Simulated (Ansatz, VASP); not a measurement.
## Bi: VASP beside Ansatz

```
CELL_PARAMETERS angstrom
0.00000 2.51617 2.51617
2.51617 0.00000 2.51617
2.51617 2.51617 0.00000
ATOMIC_POSITIONS crystal
Bi 0.00000 0.00000 0.00000
```

Change from the starting cell: volume scaled by 1, PAW files, source ansatz.

Alike in both runs: task single point; functional PBE; k mesh 14 × 14 × 14; occupations fermi-dirac, width 0.05 eV; no spin polarisation.

|  | VASP | Ansatz |
| --- | --- | --- |
| version | VASP 6.6.1 | Ansatz 0.2.0 |
| potentials or method | VASP PAW PBE potentials, release 64 (Bi_d) | PAW with other files of Ansatz's library (source ansatz), scalar-relativistic |
| plane-wave cutoff (eV) | 520 | 500 |
| valence electrons in the cell | 15 | 23 |

|  | VASP | Ansatz | Ansatz less VASP |
| --- | --- | --- | --- |
| pressure (GPa) | 0.0 | 0.1 | +0.11 |

VASP's potentials hold 15 valence electrons a cell and Ansatz's 23, so a difference there can come from the potentials and not from the codes.

Neither program's run includes spin-orbit coupling.
